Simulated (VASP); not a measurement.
# Si8O17 (a cell with a defect) in VASP: further runs

The runs below take Si8O17 (a cell with a defect) through single point, with PBEsol.

All numbers are computed with VASP 6.6.1; they aren't measurements. Logs are shortened: lines on timing, memory, paths and dates and some standing lists are left out, and cuts for length are marked.

## (1) The cell of the first run

The cell holds a defect, 25 atoms: a = 7.142 Å, b = 7.142 Å, c = 8.821 Å, α = 90.00°, β = 90.00°, γ = 90.00°.

## (2) Single point, PBEsol, collinear spin

The input, INCAR:

```
  PREC = Accurate
  ENCUT = 520
  EDIFF = 1E-6
  ISMEAR = -1
  SIGMA = 0.02
  LREAL = Auto
  LASPH = True
  NELM = 150
  ALGO = Normal
  ISIF = 2
  LWAVE = False
  LCHARG = False
  ISPIN = 2
  MAGMOM = 0 0 0 0 0 0 0 0 0 0 0 0 0 0 0 0 0 0 0 0 0 0 0 0 1
  LORBIT = 11
  GGA = PS
  NBANDS = 89
```

The input, KPOINTS:

```
Automatic mesh
0
Gamma
  1 1 1
```

The input, POSCAR:

```
Si8O17
1.0
    7.1417960000      0.0000000000      0.0000000000
    0.0000000000      7.1417960000      0.0000000000
    0.0000000000      0.0000000000      8.8208710000
Si O
8 17
Direct
    0.8088721660      0.4724301842      0.2057846668
    0.4850460584      0.8254506289      0.7036606702
    0.5120420690      0.2615728593      0.6503326032
    0.7795938165      0.5239578392      0.8369581643
    0.2048364305      0.5386600233      0.7948874890
    0.2362851025      0.4817975758      0.1823856170
    0.5056011121      0.7613070998      0.3405786118
    0.5068332952      0.1966872199      0.3013081135
    0.6854298275      0.2870006368      0.2155115974
    0.6397690441      0.6990818556      0.7820202789
    0.3100900670      0.3737155192      0.6787311593
    0.3137026037      0.6306116837      0.3090624497
    0.2764570705      0.7689242314      0.7645276753
    0.3306591227      0.3018988501      0.2281520725
    0.6825173948      0.6343642412      0.2877947087
    0.6668910733      0.3841890751      0.7298598971
    0.7820441805      0.5250359993      0.0202360969
    0.5112019442      0.8012270303      0.5248461291
    0.5227256561      0.2668936497      0.4735926872
    0.2540397401      0.5234397622     -0.0054756497
    0.0173485773      0.4613545388      0.2490910478
    0.5789300058      0.0394998681      0.7009058403
   -0.0049147301      0.5138483373      0.7700940191
    0.5204853233     -0.0183147208      0.2549068000
    0.3698369430     -0.0469629768      0.0004988170
```

Potentials or basis: VASP PAW PBE potentials, release 64 (Si, O).

Run with:

```sh
$ cat potpaw_PBE.64/Si/POTCAR potpaw_PBE.64/O/POTCAR > POTCAR
$ mpirun -np 1 vasp_gam > vasp.out
```

OUTCAR:

```text
PREC = Accurate
   ENCUT = 520
   EDIFF = 1E-6
   ISMEAR = -1
   LREAL = Auto
   LASPH = True
   NELM = 150
   ISIF = 2
   ISPIN = 2
   LORBIT = 11
   GGA = PS

 ion  position               nearest neighbor table
   1  0.809  0.472  0.206-  21 1.54   9 1.59  15 1.64  17 1.69   8 3.04   6 3.06
   2  0.485  0.825  0.704-  10 1.59  18 1.60  13 1.63  22 1.67   5 2.97
   3  0.512  0.262  0.650-  19 1.56  16 1.58  11 1.67  22 1.72   8 3.11   4 3.14
   4  0.780  0.524  0.837-  16 1.59  17 1.62  23 1.65  10 1.67   5 3.06   3 3.14
   5  0.205  0.539  0.795-  23 1.52  11 1.73  13 1.74  20 1.80   2 2.97   4 3.06
   6  0.236  0.482  0.182-  14 1.51  12 1.64  21 1.68  20 1.69   8 3.00   1 3.06   7 3.10
   7  0.506  0.761  0.341-  15 1.62  18 1.65  12 1.68  24 1.75   6 3.10   8 3.13
   8  0.507  0.197  0.301-  24 1.59  14 1.60  19 1.60   9 1.62   6 3.00   1 3.04   3 3.11   7 3.13

   9  0.685  0.287  0.216-   1 1.59   8 1.62
  10  0.640  0.699  0.782-   2 1.59   4 1.67
  11  0.310  0.374  0.679-   3 1.67   5 1.73
  12  0.314  0.631  0.309-   6 1.64   7 1.68
  13  0.276  0.769  0.765-   2 1.63   5 1.74
  14  0.331  0.302  0.228-   6 1.51   8 1.60
[... 8 lines left out ...]
  23  0.995  0.514  0.770-   5 1.52   4 1.65
  24  0.520  0.982  0.255-   8 1.59   7 1.75
  25  0.370  0.953  0.000-

  LATTYP: Found a simple tetragonal cell.
 ALAT       =     7.1417960000
 C/A-ratio  =     1.2351054273

  Lattice vectors:

 A1 = (   7.1417960000,   0.0000000000,   0.0000000000)
 A2 = (   0.0000000000,   7.1417960000,   0.0000000000)
 A3 = (   0.0000000000,   0.0000000000,   8.8208710000)

Analysis of symmetry for initial positions (statically):
=====================================================================
 Subroutine PRICEL returns:
 Original cell was already a primitive cell.

 Routine SETGRP: Setting up the symmetry group for a
 simple tetragonal supercell.

 Subroutine GETGRP returns: Found  1 space group operations
 (whereof  1 operations were pure point group operations)
 out of a pool of 16 trial point group operations.

The static configuration has the point symmetry C_1 .

Analysis of symmetry for dynamics (positions and initial velocities):
=====================================================================
 Subroutine PRICEL returns:
 Original cell was already a primitive cell.

 Routine SETGRP: Setting up the symmetry group for a
 simple tetragonal supercell.

 Subroutine GETGRP returns: Found  1 space group operations
 (whereof  1 operations were pure point group operations)
[... 179 lines left out ...]
  ---------------------------------------------------
  ext. energy  EPLUGINS =         0.00000000
  ---------------------------------------------------
  free energy    TOTEN  =      -194.48425919 eV

  energy without entropy =     -194.48425919  energy(sigma->0) =     -194.48425919

 E-fermi :  -0.2776     XC(G=0):  -7.2645

 val. band max:       -0.6623741676   @ k =   0.0000   0.0000   0.0000
 cond. band min:       0.1074557940   @ k =   0.0000   0.0000   0.0000
 fundamental gap:      0.7698299616
 Fermi energy:        -0.2775881991

 spin component 1

 k-point     1 :       0.0000    0.0000    0.0000
  band No.  band energies     occupation
      1     -20.9904      1.00000
      2     -20.6856      1.00000
      3     -20.2030      1.00000
      4     -19.9290      1.00000
      5     -19.8078      1.00000
      6     -19.7241      1.00000
[... 71 lines left out ...]
     78       7.1755      0.00000
     79       7.2444      0.00000
 Fermi energy:        -0.2775881991

 spin component 2

 k-point     1 :       0.0000    0.0000    0.0000
  band No.  band energies     occupation
      1     -20.9817      1.00000
      2     -20.6793      1.00000
      3     -20.1989      1.00000
      4     -19.9189      1.00000
      5     -19.7813      1.00000
      6     -19.6971      1.00000
[... 71 lines left out ...]
     78       7.2085      0.00000
     79       7.2662      0.00000
 [bands above 79 left out]

------------------------ aborting loop because EDIFF is reached ----------------------------------------

  FORCE on cell =-STRESS in cart. coord.  units (eV):
  Direction    XX          YY          ZZ          XY          YZ          ZX
  --------------------------------------------------------------------------------------
  -------------------------------------------------------------------------------------
  Total        4.7672969     -2.0165612    -13.0459826      1.9008300      1.1674999      4.1667917
  in kB       16.9768235     -7.1811772    -46.4580552      6.7690466      4.1575844     14.8383639
  external PRESSURE =     -12.2208030 kB  Pullay stress =       0.0000000 kB

 VOLUME and BASIS-vectors are now :
 -----------------------------------------------------------------------------
  energy-cutoff  :      520.00
  volume of cell :      449.91
      direct lattice vectors                 reciprocal lattice vectors
     7.141796000  0.000000000  0.000000000     0.140020801  0.000000000  0.000000000
     0.000000000  7.141796000  0.000000000     0.000000000  0.140020801  0.000000000
     0.000000000  0.000000000  8.820871000     0.000000000  0.000000000  0.113367489

 POSITION                                       TOTAL-FORCE (eV/Angst)
 -----------------------------------------------------------------------------------
      5.77680      3.37400      1.81520        -3.606255      1.190494     -2.643182
      3.46410      5.89520      6.20690         1.854164      1.394105      0.011920
      3.65690      1.86810      5.73650        -0.102943     -1.703919      2.107699
      5.56770      3.74200      7.38270        -1.358804      1.879733     -0.163919
      1.46290      3.84700      7.01160         5.118821      0.493888      2.180677
      1.68750      3.44090      1.60880        -2.720848      3.600626     -1.679816
[... 17 lines left out ...]
      3.71720      7.01100      2.24850        -0.784053     -3.584243      1.359197
      2.64130      6.80640      0.00440        -0.040485     -0.090357     -0.117962
 -----------------------------------------------------------------------------------
    total drift:                                0.009831     -0.007100     -0.007417

  FREE ENERGIE OF THE ION-ELECTRON SYSTEM (eV)
  ---------------------------------------------------
  free  energy   TOTEN  =      -194.4842591896 eV

  energy  without entropy=     -194.4842591860  energy(sigma->0) =     -194.48425919

 total charge

# of ion       s       p       d       tot
------------------------------------------
    1        0.645   1.023   0.000   1.667
    2        0.646   0.998   0.000   1.643
    3        0.644   0.995   0.000   1.639
    4        0.624   0.965   0.000   1.588
    5        0.630   0.893   0.000   1.523
    6        0.648   0.999   0.000   1.647
[... 17 lines left out ...]
   24        1.545   3.606   0.000   5.151
   25        1.620   2.951   0.000   4.572
--------------------------------------------------
tot         31.434  69.328   0.000 100.762

 magnetization (x)

# of ion       s       p       d       tot
------------------------------------------
    1       -0.000  -0.000   0.000  -0.000
    2       -0.000  -0.001   0.000  -0.001
    3       -0.000  -0.000   0.000  -0.000
    4       -0.000  -0.000   0.000  -0.000
    5       -0.000   0.000   0.000   0.000
    6       -0.000   0.000   0.000   0.000
[... 17 lines left out ...]
   24        0.004   0.048   0.000   0.052
   25        0.015   1.453   0.000   1.467
--------------------------------------------------
tot          0.021   1.579   0.000   1.601
```

OSZICAR:

```text
N       E                     dE             d eps       ncg     rms          rms(c)
DAV:   1     0.137737542190E+04    0.13774E+04   -0.73337E+04   372   0.141E+03
DAV:   2    -0.609877158645E+02   -0.14384E+04   -0.13794E+04   519   0.347E+02
[... 35 lines left out ...]
DAV:  38    -0.194484224228E+03   -0.36409E-04   -0.32313E-04   360   0.290E-02    0.906E-03
DAV:  39    -0.194484251100E+03   -0.26872E-04   -0.96381E-05   336   0.179E-02    0.689E-03
DAV:  40    -0.194484253144E+03   -0.20442E-05   -0.12655E-04   376   0.172E-02    0.632E-03
DAV:  41    -0.194484258296E+03   -0.51522E-05   -0.12594E-05   320   0.907E-03    0.383E-03
DAV:  42    -0.194484258763E+03   -0.46646E-06   -0.16168E-05   328   0.651E-03    0.268E-03
DAV:  43    -0.194484259190E+03   -0.42681E-06   -0.97722E-06   272   0.550E-03
   1 F= -.19448426E+03 E0= -.19448426E+03  d E =-.354878E-08  mag=     2.0000
```

Run time: 3.8 min. Hardware: 1 thread of Intel Xeon 6975P-C (Granite Rapids), shared host; peak memory 0.61 GiB.

What came out:

```yaml
Free_energy: -194.4843 eV
Pressure: -1.2 GPa
Largest_force: 5.586 eV/Å
Band_gap_on_the_k_mesh: 0.77 eV
Net_moment: 2.00 μB per cell
Site_moments: Si -0.00, +0.00; O +0.00, +0.05, +0.01, -0.00, +1.47 μB
Valence_electrons_inside_the_program's_atomic_spheres: Si 1.67, 1.64, 1.59, 1.52, 1.65, 1.51, 1.69; O 5.25, 5.23, 5.12, 5.17, 5.33, 5.22, 5.29, 5.19, 5.28, 5.08, 5.24, 5.26, 5.15, 4.57
```

Forces in eV/Å, atoms in the order of the input:
```
Si  -3.606  1.190 -2.643
Si   1.854  1.394  0.012
Si  -0.103 -1.704  2.108
Si  -1.359  1.880 -0.164
Si   5.119  0.494  2.181
Si  -2.721  3.601 -1.680
Si  -0.362  0.473  0.640
Si   1.130  1.176 -0.603
O    0.794 -0.863  0.303
O    1.778 -0.127  1.688
O   -0.722  1.100  2.247
O    1.352  2.345 -0.782
O   -0.582 -1.975 -0.219
O    1.258 -4.566  0.413
O    0.375  0.804  0.383
O    1.201 -1.475  0.510
O    0.597 -0.354 -0.414
O   -0.745 -1.232 -3.476
O    0.082 -0.549 -1.692
O   -0.594 -0.272 -0.593
O    2.441  0.114 -0.249
O   -2.732  1.988  0.916
O   -3.630  0.232 -0.128
O   -0.784 -3.584  1.359
O   -0.040 -0.090 -0.118
```

Caveat: the k points lie up to 0.88 Å⁻¹ apart; the PAW data sets were made with another functional, which shifts forces and pressure a little.

## (3) Single point, PBEsol, collinear spin

The input, INCAR:

```
SYSTEM = Si8O17
PREC     = Accurate       ! precision mode
ENCUT    = 520            ! plane-wave cutoff, eV
EDIFF    = 1E-7           ! SCF threshold, eV
ISMEAR   = -1             ! smearing method
SIGMA    = 0.02           ! smearing width, eV
LREAL    = Auto         
LASPH    = .True.         ! aspherical terms in the spheres
NELM     = 150            ! most SCF steps
ALGO     = Normal         ! electronic algorithm
ISIF     = 2              ! what is computed and relaxed
LWAVE    = .False.        ! write WAVECAR
LCHARG   = .False.        ! write CHGCAR
ISPIN    = 2              ! spin polarisation
MAGMOM   = 0 0 0 0 0 0 0 0 0 0 0 0 0 0 0 0 0 0 0 0 0 0 0 0 1 ! initial moments
LORBIT   = 11             ! projections on sites
GGA      = PS             ! functional
NBANDS   = 89             ! bands
```

The input, KPOINTS:

```
regular mesh
0
Gamma
  1 1 1
  0 0 0
```

The input, POSCAR:

```
Si8O17
1.0
    7.1417960000      0.0000000000      0.0000000000
    0.0000000000      7.1417960000      0.0000000000
    0.0000000000      0.0000000000      8.8208710000
Si O
8 17
Direct
    0.8071499102      0.4815735426      0.1979396366
    0.4991181490      0.8337398604      0.7267196176
    0.4829597485      0.2560000314      0.6682219930
    0.7643875574      0.5515419371      0.8243630363
    0.2032962017      0.5443448679      0.8161552300
    0.2467726605      0.4786331057      0.1609931718
    0.5350894929      0.7651996781      0.3367694641
    0.5174328698      0.1890980924      0.2970681693
    0.7160383747      0.2805456779      0.2497145690
    0.6733320302      0.7598088772      0.8122667251
    0.2839481833      0.3524043532      0.7454479269
    0.3675686060      0.6435075995      0.2515171121
    0.3076257009      0.7156043102      0.7218334788
    0.3513822013      0.2699461032      0.1789279086
    0.7444345932      0.6589238897      0.2989954167
    0.6676471857      0.3683527225      0.7403237163
    0.7566584092      0.5066372660      0.0163929390
    0.5605872808      0.7813720806      0.5352872749
    0.4911229612      0.2014759313      0.4855302838
    0.2405137307      0.5380579339     -0.0160641733
    0.0274160729      0.5124201251      0.2059433813
    0.4105549920      0.0475510642      0.7403463898
   -0.0178946584      0.5761015857      0.7793107960
    0.5115659982     -0.0229634114      0.2729662411
    0.3346777197     -0.1111065060     -0.0560375500
```

Potentials or basis: VASP PAW PBE potentials, release 64 (Si, O).

Run with:

```sh
$ cat potpaw_PBE.64/Si/POTCAR potpaw_PBE.64/O/POTCAR > POTCAR
$ mpirun -np 1 vasp_gam > vasp.out
```

Wall time 2.2 min (1 thread of Intel Xeon 6975P-C (Granite Rapids), shared host); peak memory 0.58 GiB.

The run converged. Its results:

```
Free energy                                           : -195.1081 eV
Pressure                                              : -3.1 GPa
Largest force                                         : 5.199 eV/Å
Band gap on the k mesh                                : 1.20 eV
Net moment                                            : 2.00 μB per cell
Site moments                                          : Si +0.00, -0.01, -0.00; O +0.00, -0.00, +0.01, +0.14, +0.02, +0.11, +1.35 μB
Valence electrons inside the program's atomic spheres : Si 1.64, 1.63, 1.50, 1.55, 1.72, 1.57, 1.49, 1.65; O 5.21, 5.25, 5.17, 5.19, 5.13, 5.16, 5.06, 5.31, 5.23, 5.12, 5.22, 5.28, 4.63
```

Forces on the atoms (eV/Å):
```
Si  -0.751  0.446 -2.050
Si  -2.836  1.167 -4.164
Si  -2.589 -0.283  1.078
Si   0.970 -1.066  3.352
Si  -0.801  0.531 -5.109
Si   0.320  0.840  0.549
Si   1.435 -1.010  2.629
Si  -0.604  2.750  0.851
O    0.521  0.657  0.194
O    1.706 -1.050  1.000
O    1.593 -0.314 -1.828
O    0.354 -0.399  0.611
O   -1.243 -1.314  1.167
O   -0.393  1.446  1.262
O   -2.690  1.208  0.428
O   -0.820  0.100 -0.720
O   -0.342  0.022 -1.619
O   -0.799  0.341 -1.334
O   -0.068  1.806  0.476
O    1.291 -0.151  4.435
O    2.259 -1.646  0.764
O    3.048  0.524 -0.835
O   -0.193 -0.553 -0.244
O    0.391 -3.886 -0.813
O    0.242 -0.165 -0.084
```

Stress tensor (GPa, compression positive):
```
-2.47 -0.42  0.06
-0.42 -0.57 -1.60
 0.06 -1.60 -6.16
```

Levels at points of the mesh, in eV from the valence-band top:
Spin up:
```
           k point  band 65  band 66  band 67  band 68  band 69  band 70  band 71  band 72
(0.00, 0.00, 0.00)    -0.94    -0.78    -0.65    -0.43     4.17     5.79     6.40     6.70
```
Spin down:
```
           k point  band 63  band 64  band 65  band 66  band 67  band 68  band 69  band 70
(0.00, 0.00, 0.00)    -0.89    -0.72    -0.50     0.00     1.20     1.44     4.19     5.82
```

Caveat: the k points lie up to 0.88 Å⁻¹ apart; the PAW data sets were made with another functional, which shifts forces and pressure a little.
